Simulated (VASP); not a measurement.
# Al4Ag3 in VASP: further runs

Al4Ag3 is run at these levels: PBEsol; tasks: single point.

Everything below comes from runs of VASP 6.6.1. Logs are shortened: lines on timing, memory, paths and dates and some standing lists are left out, and cuts for length are marked.

## (1) The cell of the first run

The cell holds a slab with vacuum, 7 atoms: a = 2.926 Å, b = 2.926 Å, c = 33.283 Å, α = 90.00°, β = 90.00°, γ = 120.00°.

## (2) Single point, PBEsol

INCAR

```
SYSTEM = Al4Ag3
PREC = Accurate
ENCUT = 400
EDIFF = 1E-6
ISMEAR = 0
SIGMA = 0.1
LREAL = .False.
LASPH = .True.
NELM = 120
ALGO = Normal
ISIF = 2
LWAVE = .False.
LCHARG = .False.
LDIPOL = .True.
IDIPOL = 3
DIPOL = 0.5 0.5 0.499
GGA = PS
NBANDS = 32
GGA_COMPAT = .False.
NELMDL = -8
```

KPOINTS

```
Automatic mesh
0
Gamma
  12 12 1
  0 0 0
```

POSCAR

```
Al4Ag3
1.0
    2.9263865537      0.0000000029      0.0000000000
   -1.4631932793      2.5343250954      0.0000000000
    0.0000000000      0.0000000000     33.2828132851
Al Ag
4 3
Direct
    0.0000000000      0.0000000000      0.3004553706
    0.0000000000      0.0000000000      0.4334851267
    0.0000000000      0.0000000000      0.5647905781
    0.0000000000      0.0000000000      0.6994488359
    0.6666666667      0.3333333333      0.3669702439
    0.6666666667      0.3333333333      0.4991547494
    0.6666666667      0.3333333333      0.6300368015
```

Potentials or basis: VASP PAW PBE potentials, release 64 (Al, Ag).

The run is started by

```sh
$ cat potpaw_PBE.64/Al/POTCAR potpaw_PBE.64/Ag/POTCAR > POTCAR
$ mpirun -np 1 vasp_std > vasp.out
```

OUTCAR:

```text
SYSTEM = Al4Ag3
   PREC = Accurate
   ENCUT = 400
   EDIFF = 1E-6
   ISMEAR = 0
   LREAL = .False.
   LASPH = .True.
   NELM = 120
   ISIF = 2
   GGA = PS
   NELMDL = -8

 ion  position               nearest neighbor table
   1  0.000  0.000  0.300-   5 2.78   5 2.78   5 2.78
   2  0.000  0.000  0.433-   6 2.76   6 2.76   6 2.76   5 2.78   5 2.78   5 2.78
   3  0.000  0.000  0.565-   7 2.75   7 2.75   7 2.75   6 2.76   6 2.76   6 2.76
   4  0.000  0.000  0.699-   7 2.86   7 2.86   7 2.86
   5  0.667  0.333  0.367-   1 2.78   1 2.78   1 2.78   2 2.78   2 2.78   2 2.78
   6  0.667  0.333  0.499-   3 2.76   3 2.76   3 2.76   2 2.76   2 2.76   2 2.76
   7  0.667  0.333  0.630-   3 2.75   3 2.75   3 2.75   4 2.86   4 2.86   4 2.86

  LATTYP: Found a hexagonal cell.
 ALAT       =     2.9263865537
 C/A-ratio  =    11.3733482144

  Lattice vectors:

 A1 = (   2.9263865537,   0.0000000029,   0.0000000000)
 A2 = (  -1.4631932793,   2.5343250954,   0.0000000000)
 A3 = (   0.0000000000,   0.0000000000,  33.2828132851)

Analysis of symmetry for initial positions (statically):
=====================================================================
 Subroutine PRICEL returns:
 Original cell was already a primitive cell.

 Routine SETGRP: Setting up the symmetry group for a
 hexagonal supercell.

 Subroutine GETGRP returns: Found  6 space group operations
 (whereof  6 operations were pure point group operations)
 out of a pool of 24 trial point group operations.

The static configuration has the point symmetry C_3v.

Analysis of symmetry for dynamics (positions and initial velocities):
=====================================================================
 Subroutine PRICEL returns:
 Original cell was already a primitive cell.

 Routine SETGRP: Setting up the symmetry group for a
 hexagonal supercell.

 Subroutine GETGRP returns: Found  6 space group operations
 (whereof  6 operations were pure point group operations)
 out of a pool of 24 trial point group operations.

The dynamic configuration has the point symmetry C_3v.

 Subroutine INISYM returns: Found  6 space group operations
 (whereof  6 operations are pure point group operations),
 and found     1 'primitive' translations

----------------------------------------------------------------------------------------

                                     Primitive cell

  volume of cell :     246.8392

[... 103 lines left out ...]
   NELECT =      45.0000    total number of electrons
   NUPDOWN=      -1.0000    fix difference up-down
   EMIN   =  10.00;   EMAX   =-10.00  energy-range for DOS
   EFERMI =   0.00;   METHOD = LEGACY
   ISMEAR =     0;   SIGMA  =   0.10  broadening in eV -4-tet -1-fermi 0-gaus
   EFERMI_NEDOS =   21; number of points for ismear=-14 and -15
   IALGO  =     38    algorithm
   IMIX   =      4    mixing-type and parameters
     AMIX     =   0.40;   BMIX     =  1.00
     AMIX_MAG =   1.60;   BMIX_MAG =  1.00
  volume/ion in A,a.u.               =      35.26       237.96
  Fermi-wavevector in a.u.,A,eV,Ry     =   0.928270  1.754176 11.723939  0.861685
  Thomas-Fermi vector in A             =   2.054429
   LORBIT       =      0    0 simple, 1 ext, 2 COOP (PROOUT), +10 PAW based schemes
   GGA     = PS    functional components
   LHFCALC =     F    Hartree Fock is set to
   AEXX    =    0.0000 exact exchange contribution
   IVDW    =     0    specifies the selected vdW correction
   LEPSILON=     F    determine dielectric tensor
   LRPA    =     F    only Hartree local field effects (RPA)
 non-spin polarized calculation
 Gauss-broadening in eV      SIGMA  =   0.10
  energy-cutoff  :      400.00
  volume of cell :      246.84
 maximum number of plane-waves:      4524
 NGX is ok and might be reduce to    20
   NGX =  9   NGY =  9   NGZ =109

 dipolmoment           0.000000      0.000000      0.001274 electrons x Angstroem

 number of electron      45.0000005 magnetization

 dipolmoment           0.000000      0.000000     -0.001985 electrons x Angstroem

 Free energy of the ion-electron system (eV)
  ---------------------------------------------------
  ext. energy  EPLUGINS =         0.00000000
  ---------------------------------------------------
  free energy    TOTEN  =       -25.77980140 eV

  energy without entropy =      -25.77121066  energy(sigma->0) =      -25.77550603

 E-fermi :   1.7528     XC(G=0):  -5.8406

 val. band max:        1.7357211857   @ k =   0.3333   0.3333   0.0000
 cond. band min:       1.8261675167   @ k =   0.3333   0.2500   0.0000
 fundamental gap:      0.0904463310
 Fermi energy:         1.7527739965

 k-point     1 :       0.0000    0.0000    0.0000
  band No.  band energies     occupation
      1      -8.4888      2.00000
      2      -7.9396      2.00000
      3      -7.0980      2.00000
      4      -6.7395      2.00000
      5      -5.4765      2.00000
      6      -5.0612      2.00000
[... 654 lines left out ...]
     31       5.1599      0.00000
     32       5.4791      0.00000

------------------------ aborting loop because EDIFF is reached ----------------------------------------

 vacuum level on the upper side and lower side of the slab       (xc-potential included)        -0.260        -0.211

  FORCE on cell =-STRESS in cart. coord.  units (eV):
  Direction    XX          YY          ZZ          XY          YZ          ZX
  --------------------------------------------------------------------------------------
  -------------------------------------------------------------------------------------
  Total       -3.3287290     -3.3287290      0.2760494     -0.0000000      0.0000000     -0.0000000
  in kB      -21.6060300    -21.6060300      1.7917742     -0.0000000      0.0000000     -0.0000000
  external PRESSURE =     -13.8067620 kB  Pullay stress =       0.0000000 kB

 VOLUME and BASIS-vectors are now :
 -----------------------------------------------------------------------------
  energy-cutoff  :      400.00
  volume of cell :      246.84
      direct lattice vectors                 reciprocal lattice vectors
     2.926386554  0.000000003  0.000000000     0.341718355  0.197291185  0.000000000
    -1.463193279  2.534325095  0.000000000    -0.000000000  0.394582369  0.000000000
     0.000000000  0.000000000 33.282813285     0.000000000  0.000000000  0.030045537

 POSITION                                       TOTAL-FORCE (eV/Angst)
 -----------------------------------------------------------------------------------
      0.00000      0.00000     10.00000         0.000000     -0.000000     -0.256017
      0.00000      0.00000     14.42760         0.000000     -0.000000     -0.073527
      0.00000      0.00000     18.79782         0.000000     -0.000000      0.004344
      0.00000      0.00000     23.27963         0.000000     -0.000000     -0.001277
      1.46319      0.84478     12.21380        -0.000000     -0.000000      0.325177
      1.46319      0.84478     16.61327         0.000000      0.000000      0.002249
      1.46319      0.84478     20.96940        -0.000000      0.000000     -0.000949
 -----------------------------------------------------------------------------------
    total drift:                                0.000001     -0.000000     -0.000194

  FREE ENERGIE OF THE ION-ELECTRON SYSTEM (eV)
  ---------------------------------------------------
  free  energy   TOTEN  =       -25.7798014033 eV

  energy  without entropy=      -25.7712106583  energy(sigma->0) =      -25.77550603

 vacuum level on the upper side and lower side of the slab         5.903         5.950
```

stdout:

```text
POSCAR found type information on POSCAR AlAg
 POSCAR found :  2 types and       7 ions
 scaLAPACK will be used
 -----------------------------------------------------------------------------
|                                                                             |
|                                                                             |
|     You enforced a specific xc type in the INCAR file but a different       |
|     I HOPE YOU KNOW WHAT YOU ARE DOING!                                     |
|                                                                             |
 -----------------------------------------------------------------------------

 LDA part: xc-table for (Slater+PW92), standard interpolation
 POSCAR, INCAR and KPOINTS ok, starting setup
 FFT: planning ... GRIDC
 FFT: planning ... GRID_SOFT
 FFT: planning ... GRID
 WAVECAR not read
 entering main loop
```

It took 6.3 min on 1 thread of Intel Xeon 8259CL, shared host; peak memory 0.33 GiB.

Results:

```
Free energy            : -25.7798 eV
Largest force          : 0.325 eV/Å
Band gap on the k mesh : zero (an odd number of electrons rules out a gap without spin polarisation)
```

Forces in eV/Å, atoms in the order of the input:
```
Al   0.000  0.000 -0.256
Al   0.000  0.000 -0.074
Al   0.000  0.000  0.004
Al   0.000  0.000 -0.001
Ag   0.000  0.000  0.325
Ag   0.000  0.000  0.002
Ag   0.000  0.000 -0.001
```

Caveat: the PAW data sets were made with another functional, which shifts forces and pressure a little.

## (3) Single point, PBEsol

INCAR

```
  PREC = Accurate
  ENCUT = 400
  EDIFF = 1E-6
  ISMEAR = 0
  SIGMA = 0.1
  LREAL = False
  LASPH = True
  NELM = 120
  ALGO = Normal
  ISIF = 2
  LWAVE = False
  LCHARG = True
  LDIPOL = True
  IDIPOL = 3
  DIPOL = 0.5 0.5 0.499
  GGA = PS
  LELF = True
  LVHAR = True
  LVACPOTAV = True
  NBANDS = 32
  GGA_COMPAT = False
  NELMDL = -8
```

KPOINTS

```
Automatic mesh
0
Gamma
  24 24 1
```

POSCAR

```
Al4Ag3
1.0
    2.9263865500      0.0000000000      0.0000000000
   -1.4631932800      2.5343251000      0.0000000000
    0.0000000000      0.0000000000     33.2828132851
Al Ag
4 3
Direct
    0.0000000000      0.0000000000      0.3004553706
    0.0000000000      0.0000000000      0.4334851267
    0.0000000000      0.0000000000      0.5647905781
    0.0000000000      0.0000000000      0.6994488359
    0.6666666677      0.3333333335      0.3669702439
    0.6666666677      0.3333333335      0.4991547494
    0.6666666677      0.3333333335      0.6300368015
```

Potentials or basis: VASP PAW PBE potentials, release 64 (Al, Ag).

The run is started by

```sh
$ cat potpaw_PBE.64/Al/POTCAR potpaw_PBE.64/Ag/POTCAR > POTCAR
$ mpirun -np 1 vasp_std > vasp.out
```

Wall time 18 min (1 thread of Intel Xeon 8259CL, shared host); peak memory 0.46 GiB.

It converged, with:

```yaml
Free_energy: -25.7481 eV
Largest_force: 0.303 eV/Å
Band_gap_on_the_k_mesh: zero (an odd number of electrons rules out a gap without spin polarisation)
```

Forces in eV/Å, atoms in the order of the input:
```
Al   0.000  0.000 -0.271
Al   0.000  0.000 -0.050
Al   0.000  0.000 -0.021
Al   0.000  0.000  0.023
Ag   0.000  0.000  0.303
Ag   0.000  0.000  0.001
Ag   0.000  0.000  0.016
```

Levels at points of the mesh, in eV from the Fermi level:
```csv
k point,band 20,band 21,band 22,band 23,band 24,band 25,band 26,band 27
"(0.00, 0.00, 0.00)",-4.62,-4.42,-2.87,-2.23,1.44,2.72,3.68,4.47
"(0.50, 0.00, 0.00)",-2.43,-2.02,-1.78,-1.01,-0.21,1.27,1.52,2.17
```

Caveat: the PAW data sets were made with another functional, which shifts forces and pressure a little.
